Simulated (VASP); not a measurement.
Set up this calculation in VASP 6.6.1, as the native input.

| Quantity | Value |
| --- | --- |
| Task | single point |
| Functional | PBE |
| Potentials or basis | VASP PAW PBE potentials, release 64 (Ti_sv, C) |
| Cutoff | 520 eV |
| k mesh | 6 × 6 × 6 |
| Occupations | gaussian, width 0.1 eV |
| Spin | no spin polarisation |
| Dipole correction | no |
| Further INCAR settings | ALGO = Normal; EDIFF = 1e-06; NBANDS = 15 |

The structure of TiC lies in POSCAR:

```
TiC
1.0
    0.0000000000      2.1660045940      2.1660045940
    2.1660045940      0.0000000000      2.1660045940
    2.1660045940      2.1660045940      0.0000000000
Ti C
1 1
Direct
    0.5000000000      0.5000000000      0.5000000000
    0.0000000000      0.0000000000      0.0000000000
```

One way to write it, as run:

INCAR

```
PREC = Accurate
ENCUT = 520
EDIFF = 1E-6
ISMEAR = 0
SIGMA = 0.1
LREAL = F
LASPH = T
NELM = 80
ALGO = Normal
ISIF = 2
LWAVE = F
LCHARG = F
GGA = PE
NBANDS = 15
```

KPOINTS

```
regular mesh
0
Gamma
  6 6 6
```

Potentials or basis: VASP PAW PBE potentials, release 64 (Ti_sv, C).

Command:

```console
$ cat potpaw_PBE.64/Ti_sv/POTCAR potpaw_PBE.64/C/POTCAR > POTCAR
$ mpirun -np 1 vasp_std > vasp.out
```

It gave:

```
Pressure               : 0.3 GPa
Band gap on the k mesh : zero (band 8 reaches 10.10 eV, above the bottom of band 9 at 9.07 eV)
```

Caveat: the k points lie up to 0.42 Å⁻¹ apart.

Wall time 7.6 s on 1 thread of AMD EPYC 7R43 64-Core Processor (Zen 3), on a shared host, peak memory 0.1 GiB.
